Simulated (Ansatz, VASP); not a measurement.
## Two plane-wave programs on Ti

File INCAR:

```
SYSTEM = Ti
PREC = Accurate ; ENCUT = 520
EDIFF = 1E-6 ; ISMEAR = 0
SIGMA = 0.15 ; LREAL = .FALSE.
LASPH = .TRUE. ; NELM = 80
ALGO = Normal ; ISIF = 2
LWAVE = .FALSE. ; LCHARG = .FALSE.
GGA = PS ; NBANDS = 12
```

The input KPOINTS:

```
regular mesh
0
G
  10 10 10
  0 0 0
```

Contents of POSCAR:

```
Ti
1.0
    0.0000000000      2.0300000000      1.9995500000
    2.0300000000      0.0000000000      1.9995500000
    2.0300000000      2.0300000000      0.0000000000
Ti
1
Direct
    0.0000000000      0.0000000000      0.0000000000
```

Input for Ansatz:

```yaml
crystal:
  lattice:
    - [0.0, 2.03, 1.99955]
    - [2.03, 0.0, 1.99955]
    - [2.03, 2.03, 0.0]
  atoms:
    - { symbol: Ti, position: [0.0, 0.0, 0.0] }
basis:
  ecutwfc: 420
kpoints:
  mp_grid: { grid: [10, 10, 10] }
hamiltonian:
  xc: pbesol
scf:
  occupations: { method: gaussian, width: 0.15 }
output:
  forces: true
  stress: true
  eigenvalues: true
```

Change from the starting cell: strain +0.000 along x and y, -0.015 along z, atoms carried along.

Alike in both runs: task single point; functional PBEsol; k mesh 10 × 10 × 10; occupations gaussian, width 0.15 eV; no spin polarisation.

```csv
,VASP,Ansatz
version,VASP 6.6.1,Ansatz 0.2.0
potentials or method,"VASP PAW PBE potentials, release 64 (Ti_sv), cutoff 520 eV","scalar-relativistic, plane waves, PAW"
valence electrons in the cell,12,12
```

```tsv
	VASP	Ansatz	Ansatz less VASP
gap on the k mesh at the Fermi level (eV)	none	none	-
pressure (GPa)	1.1	1.4	+0.28
traceless stress, the component that is largest in VASP (GPa)	0.46	0.46	-0.001
```

VASP's potentials were made for PBE, not for PBEsol. A gap of «none» marks a metal or a gap that the smearing closes. The functional is the same, so the differences come from potentials, cutoffs and numerics.
